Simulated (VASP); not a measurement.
# I (Im-3m) in VASP: notebook

I is run at these levels: r2SCAN; tasks: single point.

Program: VASP 6.6.1. These are calculated values, not measurements. Logs are shortened: lines on timing, memory, paths and dates and some standing lists are left out, and cuts for length are marked.

## 1. The cell of the first run

The structure is cubic, space group Im-3m (No. 229). Conventional cell: a = 3.450 Å, b = 3.450 Å, c = 3.450 Å, α = 90.00°, β = 90.00°, γ = 90.00°. I (site symmetry m-3m) has 14 I at 2.99 to 3.45 Å within 3.9 Å.

## 2. Single point, r2SCAN

POSCAR

```
I
1.0
   -1.7250683666      1.7250683666      1.7250683666
    1.7250683666     -1.7250683666      1.7250683666
    1.7250683666      1.7250683666     -1.7250683666
I
1
Direct
    0.0000000000      0.0000000000      0.0000000000
```

INCAR.step1

```
PREC     = Accurate       # precision mode
ENCUT    = 550            # plane-wave cutoff, eV
ISMEAR   = -1             # smearing method
SIGMA    = 0.05           # smearing width, eV
LREAL    = F              # projectors in reciprocal space
LASPH    = T              # aspherical terms in the spheres
NELM     = 120            # most SCF steps
NBANDS   = 10             # bands
GGA      = PE             # functional
ALGO     = Normal         # electronic algorithm
EDIFF    = 1E-5           # SCF threshold, eV
LWAVE    = T              # write WAVECAR
LCHARG   = F              # write CHGCAR
GGA_COMPAT= F
```

INCAR.step2

```
PREC     = Accurate       # precision mode
ENCUT    = 550            # plane-wave cutoff, eV
EDIFF    = 1E-6           # SCF threshold, eV
ISMEAR   = -1             # smearing method
SIGMA    = 0.05           # smearing width, eV
LREAL    = F              # projectors in reciprocal space
LASPH    = T              # aspherical terms in the spheres
NELM     = 120            # most SCF steps
ALGO     = Normal         # electronic algorithm
ISIF     = 2              # what is computed and relaxed
LWAVE    = F              # write WAVECAR
LCHARG   = T              # write CHGCAR
METAGGA  = R2SCAN         # meta-GGA
LMIXTAU  = T            
LELF     = T              # ELF
LVHAR    = T            
NBANDS   = 10             # bands
ISTART   = 1            
GGA_COMPAT= F
```

KPOINTS

```
Automatic mesh
0
Gamma
  8 8 8
```

Potentials or basis: VASP PAW PBE potentials, release 64 (I).

Launch:

```console
$ cat potpaw_PBE.64/I/POTCAR > POTCAR
$ cp INCAR.step1 INCAR
$ mpirun -np 1 vasp_std > vasp.out
$ cp INCAR.step2 INCAR
$ mpirun -np 1 vasp_std > vasp.out
```

OUTCAR:

```text
PREC = Accurate
   ENCUT = 550
   EDIFF = 1E-6
   ISMEAR = -1
   LREAL = F
   LASPH = T
   NELM = 120
   ISIF = 2
   METAGGA = R2SCAN
   ISTART = 1

 ion  position               nearest neighbor table
   1  0.000  0.000  0.000-

  LATTYP: Found a body centered cubic cell.
 ALAT       =     3.4501367332

  Lattice vectors:

 A1 = (  -1.7250683666,   1.7250683666,   1.7250683666)
 A2 = (   1.7250683666,  -1.7250683666,   1.7250683666)
 A3 = (   1.7250683666,   1.7250683666,  -1.7250683666)

Analysis of symmetry for initial positions (statically):
=====================================================================
 Subroutine PRICEL returns:
 Original cell was already a primitive cell.

 Routine SETGRP: Setting up the symmetry group for a
 body centered cubic supercell.

 Subroutine GETGRP returns: Found 48 space group operations
 (whereof 48 operations were pure point group operations)
 out of a pool of 48 trial point group operations.

The static configuration has the point symmetry O_h .

Analysis of symmetry for dynamics (positions and initial velocities):
=====================================================================
 Subroutine PRICEL returns:
 Original cell was already a primitive cell.

 Routine SETGRP: Setting up the symmetry group for a
 body centered cubic supercell.

 Subroutine GETGRP returns: Found 48 space group operations
 (whereof 48 operations were pure point group operations)
 out of a pool of 48 trial point group operations.

The dynamic configuration has the point symmetry O_h .

 Subroutine INISYM returns: Found 48 space group operations
 (whereof 48 operations are pure point group operations),
 and found     1 'primitive' translations

----------------------------------------------------------------------------------------

                                     Primitive cell

  volume of cell :      20.5343

  direct lattice vectors                    reciprocal lattice vectors
    -1.725068367  1.725068367  1.725068367     0.000000000  0.289843585  0.289843585
     1.725068367 -1.725068367  1.725068367     0.289843585  0.000000000  0.289843585
     1.725068367  1.725068367 -1.725068367     0.289843585  0.289843585  0.000000000

  length of vectors
     2.987906057  2.987906057  2.987906057     0.409900729  0.409900729  0.409900729

  position of ions in fractional coordinates (direct lattice)
     0.000000000  0.000000000  0.000000000

  ion indices of the primitive-cell ions
   primitive index   ion index
                 1           1

----------------------------------------------------------------------------------------

 KPOINTS: Automatic mesh

Automatic generation of k-mesh.
 Grid dimensions read from file:
 generate k-points for:    8    8    8

 Generating k-lattice:

  Cartesian coordinates                     Fractional coordinates (reciprocal lattice)
     0.000000000  0.036230448  0.036230448     0.125000000  0.000000000  0.000000000
     0.036230448  0.000000000  0.036230448     0.000000000  0.125000000  0.000000000
     0.036230448  0.036230448  0.000000000     0.000000000  0.000000000  0.125000000

  Length of vectors
     0.051237591  0.051237591  0.051237591

  Shift w.r.t. Gamma in fractional coordinates (k-lattice)
     0.000000000  0.000000000  0.000000000

 Subroutine IBZKPT returns following result:
 ===========================================

 Found     29 irreducible k-points:

 Following reciprocal coordinates:
            Coordinates               Weight
  0.000000  0.000000  0.000000      1.000000
  0.125000  0.000000  0.000000     12.000000
  0.250000  0.000000  0.000000     12.000000
  0.375000  0.000000  0.000000     12.000000
  0.500000  0.000000  0.000000      6.000000
  0.125000  0.125000  0.000000     24.000000
[... 16 lines left out ...]
 -0.250000  0.250000  0.250000      6.000000
 -0.375000  0.375000  0.250000     24.000000
 [... further k-points ...]
   k-points           NKPTS =     29   k-points in BZ     NKDIM =     29   number of bands    NBANDS=     10
   number of dos      NEDOS =    301   number of ions     NIONS =      1
   total plane-waves  NPLWV =  13824
   dimension x,y,z NGX =    24 NGY =   24 NGZ =   24
   dimension x,y,z NGXF=    48 NGYF=   48 NGZF=   48
   ions per type =               1
   NGX,Y,Z   is equivalent  to a cutoff of  13.35, 13.35, 13.35 a.u.
   NGXF,Y,Z  is equivalent  to a cutoff of  26.71, 26.71, 26.71 a.u.
 SYSTEM =  unknown system
   PREC   = accura    normal or accurate (medium, high low for compatibility)
   ISTART =      1    job   : 0-new  1-cont  2-samecut
   ICHARG =      0    charge: 1-file 2-atom 10-const
   ISPIN  =      1    spin polarized calculation?
   LNONCOLLINEAR =      F non collinear calculations
   LSORBIT =      F    spin-orbit coupling
   LASPH  =      T    aspherical Exc in radial PAW
   ENCUT  =  550.0 eV  40.42 Ry    6.36 a.u.   5.71  5.71  5.71*2*pi/ulx,y,z
   NELM   =    120;   NELMIN=  2; NELMDL=  0     # of ELM steps
   EDIFF  = 0.1E-05   stopping-criterion for ELM
   LREAL  =      F    real-space projection
   EDIFFG = 0.1E-04   stopping-criterion for IOM
   NSW    =      0    number of steps for IOM
   IBRION =     -1    ionic relax: 0-MD 1-quasi-New 2-CG
   NFREE  =      0    steps in history (QN), initial steepest desc. (CG)
   ISIF   =      2    stress and relaxation
   ISYM   =      2    0-nonsym 1-usesym 2-fastsym
   POTIM  = 0.5000    time-step for ionic-motion
   TEBEG  =    0.0;   TEEND  =   0.0 temperature during run
   PSTRESS=    0.0 pullay stress
   NELECT =       7.0000    total number of electrons
   NUPDOWN=      -1.0000    fix difference up-down
   EMIN   =  10.00;   EMAX   =-10.00  energy-range for DOS
   EFERMI =   0.00;   METHOD = LEGACY
   ISMEAR =    -1;   SIGMA  =   0.05  broadening in eV -4-tet -1-fermi 0-gaus
   EFERMI_NEDOS =   21; number of points for ismear=-14 and -15
   IALGO  =     38    algorithm
   IMIX   =      4    mixing-type and parameters
     AMIX     =   0.40;   BMIX     =  1.00
     AMIX_MAG =   1.60;   BMIX_MAG =  1.00
  volume/ion in A,a.u.               =      20.53       138.57
  Fermi-wavevector in a.u.,A,eV,Ry     =   1.143619  2.161126 17.794563  1.307863
  Thomas-Fermi vector in A             =   2.280313
   LORBIT       =      0    0 simple, 1 ext, 2 COOP (PROOUT), +10 PAW based schemes
   METAGGA = R2SCAN    functional components
   LHFCALC =     F    Hartree Fock is set to
   AEXX    =    0.0000 exact exchange contribution
   IVDW    =     0    specifies the selected vdW correction
   LEPSILON=     F    determine dielectric tensor
   LRPA    =     F    only Hartree local field effects (RPA)
 non-spin polarized calculation
  energy-cutoff  :      550.00
  volume of cell :       20.53
 maximum number of plane-waves:       614
   NGX = 11   NGY = 11   NGZ = 11

 number of electron       6.9999999 magnetization

 Free energy of the ion-electron system (eV)
  ---------------------------------------------------
  ext. energy  EPLUGINS =         0.00000000
  ---------------------------------------------------
  free energy    TOTEN  =       -22.33916660 eV

  energy without entropy =      -22.32562393  energy(sigma->0) =      -22.33239527

 E-fermi :  13.3043     XC(G=0): -12.2553

 val. band max:       13.2779858262   @ k =   0.2500   0.0000   0.0000
 cond. band min:      13.3727396359   @ k =  -0.1250   0.1250   0.1250
 fundamental gap:      0.0947538097
 Fermi energy:        13.3043233643

 k-point     1 :       0.0000    0.0000    0.0000
  band No.  band energies     occupation
      1      -6.0744      2.00000
      2      16.0300      0.00000
      3      16.0301      0.00000
      4      16.0301      0.00000
      5      23.4843      0.00000
      6      23.4843      0.00000
      7      23.4844      0.00000
      8      25.7301      0.00000
      9      25.7301      0.00000
     10      25.7301      0.00000

 k-point     2 :       0.1250    0.0000    0.0000
  band No.  band energies     occupation
      1      -5.6778      2.00000
      2      13.6556      0.00178
      3      14.9935      0.00000
      4      15.7931      0.00000
      5      22.0131      0.00000
      6      22.0901      0.00000
      7      24.7845      0.00000
      8      25.0988      0.00000
      9      25.2307      0.00000
     10      27.9041      0.00000

 k-point     3 :       0.2500    0.0000    0.0000
  band No.  band energies     occupation
      1      -4.5133      2.00000
      2       9.3952      2.00000
      3      13.2780      1.25745
      4      15.2070      0.00000
      5      20.2804      0.00000
      6      20.4406      0.00000
      7      24.9446      0.00000
      8      26.1843      0.00000
      9      28.5468      0.00000
     10      31.5619      0.00000

 k-point     4 :       0.3750    0.0000    0.0000
  band No.  band energies     occupation
      1      -2.7355      2.00000
      2       5.4482      2.00000
      3      12.0332      2.00000
      4      14.6349      0.00000
      5      19.2121      0.00000
      6      19.4733      0.00000
      7      26.3078      0.00000
      8      27.7237      0.00000
      9      32.3390      0.00000
     10      32.4742      0.00000
[... 222 lines left out ...]
 k-point    22 :       0.2500    0.2500    0.2500
  band No.  band energies     occupation
      1      -0.3658      2.00000
      2       6.7869      2.00000
      3       6.7869      2.00000
      4       6.7869      2.00000
      5      29.0344      0.00000
      6      29.0344      0.00000
      7      29.0344      0.00000
      8      31.5217      0.00000
      9      31.5217      0.00000
     10      32.5316      0.00000

 k-point    23 :      -0.2500    0.2500    0.2500
  band No.  band energies     occupation
      1      -2.9905      2.00000
      2       9.8095      2.00000
      3      10.5850      2.00000
      4      10.5850      2.00000
      5      17.6200      0.00000
      6      25.6404      0.00000
      7      25.6404      0.00000
      8      25.7639      0.00000
      9      25.9139      0.00000
     10      30.0726      0.00000

 k-point    24 :      -0.3750    0.3750    0.2500
  band No.  band energies     occupation
      1      -1.2826      2.00000
      2       6.7236      2.00000
      3       9.3865      2.00000
      4      10.6552      2.00000
      5      17.2759      0.00000
      6      22.3498      0.00000
      7      24.7125      0.00000
      8      26.1448      0.00000
      9      30.0821      0.00000
     10      32.6621      0.00000

 [... further k-points ...]

------------------------ aborting loop because EDIFF is reached ----------------------------------------

  FORCE on cell =-STRESS in cart. coord.  units (eV):
  Direction    XX          YY          ZZ          XY          YZ          ZX
  --------------------------------------------------------------------------------------
  -------------------------------------------------------------------------------------
  Total        7.6694392      7.6694392      7.6694392      0.0000000     -0.0000000      0.0000000
  in kB      598.4050681    598.4050681    598.4050681      0.0000000     -0.0000000      0.0000000
  external PRESSURE =     598.4050681 kB  Pullay stress =       0.0000000 kB

 VOLUME and BASIS-vectors are now :
 -----------------------------------------------------------------------------
  energy-cutoff  :      550.00
  volume of cell :       20.53
      direct lattice vectors                 reciprocal lattice vectors
    -1.725068367  1.725068367  1.725068367     0.000000000  0.289843585  0.289843585
     1.725068367 -1.725068367  1.725068367     0.289843585  0.000000000  0.289843585
     1.725068367  1.725068367 -1.725068367     0.289843585  0.289843585  0.000000000

 POSITION                                       TOTAL-FORCE (eV/Angst)
 -----------------------------------------------------------------------------------
      0.00000      0.00000      0.00000        -0.000000      0.000000      0.000000
 -----------------------------------------------------------------------------------
    total drift:                                0.000000     -0.000000     -0.000000

  FREE ENERGIE OF THE ION-ELECTRON SYSTEM (eV)
  ---------------------------------------------------
  free  energy   TOTEN  =       -22.3391666040 eV

  energy  without entropy=      -22.3256239275  energy(sigma->0) =      -22.33239527
```

It took 28 s on 1 thread of Intel Xeon Platinum 8259CL at 2.50GHz (Skylake/Cascade Lake), shared host; peak memory 0.14 GiB.

What came out:

```yaml
Free_energy: -22.3392 eV
Pressure: 59.8 GPa
Band_gap_on_the_k_mesh: zero (an odd number of electrons rules out a gap without spin polarisation)
```

Caveat: the cell stands under pressure; the PAW data sets were made with another functional, which shifts forces and pressure a little; spin-orbit coupling is left out, which moves the levels of the heavy elements; an odd number of electrons without spin polarisation forces a metal; a magnetic or distorted state may lie lower.

[end of part 1 of 2]
